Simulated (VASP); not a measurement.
Runs of VASP 6.6.1 on Co2PtO4. The structure is that of space group P-3m1 (No. 164), or close to it. The cells are those of the table. 

```tsv
task	cell	smearing	dipole correction	electric field (eV/Å)	atoms held fixed (from 0)	gap on the mesh (eV)	largest force (eV/Å)
single point	a = 2.810, b = 2.810, c = 22.825 Å, angles 90.0, 90.0, 120.0°, 7 atoms	gaussian 0.1 eV	no	-	-	none	1.62
single point	a = 2.810, b = 2.810, c = 22.825 Å, angles 90.0, 90.0, 120.0°, 7 atoms	gaussian 0.1 eV	yes	-	-	none	1.62
single point	a = 2.810, b = 2.810, c = 22.825 Å, angles 90.0, 90.0, 120.0°, 7 atoms	gaussian 0.1 eV	yes	0.6	-	none	1.74
relaxation of the atoms	atoms relaxed from a = 2.810, b = 2.810, c = 24.825 Å, angles 90.0, 90.0, 120.0°, 7 atoms	gaussian 0.1 eV	yes	-	[0, 4, 1]	none	-
single point	a = 2.810, b = 2.810, c = 22.825 Å, angles 90.0, 90.0, 120.0°, 7 atoms	fermi-dirac 0.025 eV	yes	-	-	none	(a)
single point	a = 2.810, b = 2.810, c = 22.825 Å, angles 90.0, 90.0, 120.0°, 7 atoms	gaussian 0.1 eV	yes	0.1	-	none	1.64
```

Alike in all rows: level PBEsol; potentials or basis VASP PAW PBE potentials, release 64 (O, Co, Pt); no spin polarisation; k mesh 12 × 12 × 1; cutoff (eV) 520.

Problem. Fill in the values left out.

Solution. (a) 1.63.

Caveats: the PAW data sets were made with another functional, which shifts forces and pressure a little; spin-orbit coupling is left out, which moves the levels of the heavy elements; the run has no spin polarisation, though such a crystal can be magnetic; semilocal functionals often make such compounds metallic where correlation or magnetic order opens a gap, which also shifts bond lengths.

A k mesh can miss the band edges, and the runs leave out spin-orbit coupling on Pt.

A gap of «none» marks levels without a gap at the run's occupations.
